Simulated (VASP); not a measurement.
CdF2, 3 atoms in the cell. It takes space group Fm-3m (No. 225, cubic). The conventional cell has a = 5.352 Å, b = 5.352 Å, c = 5.352 Å, α = 90.00°, β = 90.00°, γ = 90.00°. Within 3.1 Å of Cd (site symmetry m-3m) lie 8 F at 2.32 Å. Within 3.1 Å of F (site symmetry -43m) lie 4 Cd at 2.32 Å and 6 F at 2.68 Å. 

* Program: VASP 6.6.1
* Task: electric field gradients
* Functional: LDA
* Potentials or basis: VASP PAW LDA potentials, release 64 (Cd, F)
* Cutoff: 520 eV
* k mesh: 8 × 8 × 8
* Occupations: fermi-dirac, width 0.02 eV
* Spin: no spin polarisation
* Dipole correction: no
* Further INCAR settings: ALGO = Normal; EDIFF = 1e-08; NBANDS = 20

Potentials or basis: VASP PAW LDA potentials, release 64 (Cd, F).

Run with:

```console
$ cat potpaw_LDA.64/Cd/POTCAR potpaw_LDA.64/F/POTCAR > POTCAR
$ mpirun -np 1 vasp_std > vasp.out
```

Hardware: 1 thread of AMD EPYC 7R13, with other jobs on the host.

Problem. Estimate the wall time of this run.

Solution. It took 34 s on 1 thread of AMD EPYC 7R13, on a shared host, peak memory 0.12 GiB. Counts: scf iterations 14, k points 29.
